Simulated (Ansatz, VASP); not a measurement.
CsSnBr3 in VASP and in Ansatz

INCAR

```
SYSTEM = CsSnBr3
PREC     = Accurate       ! precision mode
ENCUT    = 500            ! plane-wave cutoff, eV
EDIFF    = 1E-6           ! SCF threshold, eV
ISMEAR   = 0              ! smearing method
SIGMA    = 0.01           ! smearing width, eV
LREAL    = .False.        ! projectors in reciprocal space
LASPH    = .True.         ! aspherical terms in the spheres
NELM     = 120            ! most SCF steps
ALGO     = Normal         ! electronic algorithm
ISIF     = 2              ! what is computed and relaxed
LWAVE    = .False.        ! write WAVECAR
LCHARG   = .False.        ! write CHGCAR
GGA      = PE             ! functional
NBANDS   = 30             ! bands
GGA_COMPAT= .False.
```

KPOINTS

```
Automatic mesh
0
Gamma
  2 2 2
  0 0 0
```

The input POSCAR:

```
CsSnBr3
1.0
    5.8411486749      0.0000000000      0.0000000000
    0.0000000000      5.8411486749      0.0000000000
    0.0000000000      0.0000000000      5.8411486749
Cs Sn Br
1 1 3
Direct
    0.0000000000      0.0000000000      0.0000000000
    0.5000000000      0.5000000000      0.5000000000
    0.5000000000      0.5000000000      0.0000000000
    0.5000000000      0.0000000000      0.5000000000
    0.0000000000      0.5000000000      0.5000000000
```

Input for Ansatz:

```yaml
crystal:
  lattice:
    - [5.8411486749, 0.0, 0.0]
    - [0.0, 5.8411486749, 0.0]
    - [0.0, 0.0, 5.8411486749]
  atoms:
    - { symbol: Cs, position: [0.0, 0.0, 0.0] }
    - { symbol: Sn, position: [0.5, 0.5, 0.5] }
    - { symbol: Br, position: [0.5, 0.5, 0.0] }
    - { symbol: Br, position: [0.5, 0.0, 0.5] }
    - { symbol: Br, position: [0.0, 0.5, 0.5] }
kpoints:
  mp_grid: { grid: [2, 2, 2] }
hamiltonian:
  xc: pbe
scf:
  occupations: { method: fixed }
output:
  optics:
    e_range: [2, 20]
    de: 0.05
    sigma: 0.05
    scissors: 1.5
    scheme: fermi_dirac
    bands: scf
    kdotp_interpolation: "off"
```

Alike in both runs: task single point; functional PBE; k mesh 2 × 2 × 2; no spin polarisation.

|  | VASP | Ansatz |
| --- | --- | --- |
| version | VASP 6.6.1 | Ansatz 0.2.0 |
| potentials or method | VASP PAW PBE potentials, release 64 (Cs_sv, Sn_d, Br) | plane waves, PAW |
| plane-wave cutoff (eV) | 500 | 420 |
| occupations | gaussian, width 0.01 eV | fixed |
| valence electrons in the cell | 44 | 44 |

```tsv
	VASP	Ansatz	Ansatz less VASP
gap on the k mesh at the Fermi level (eV)	0.45	0.45	0.000
```

The k mesh is coarse, so the values compare programs but aren't converged. Spin-orbit coupling is off throughout.
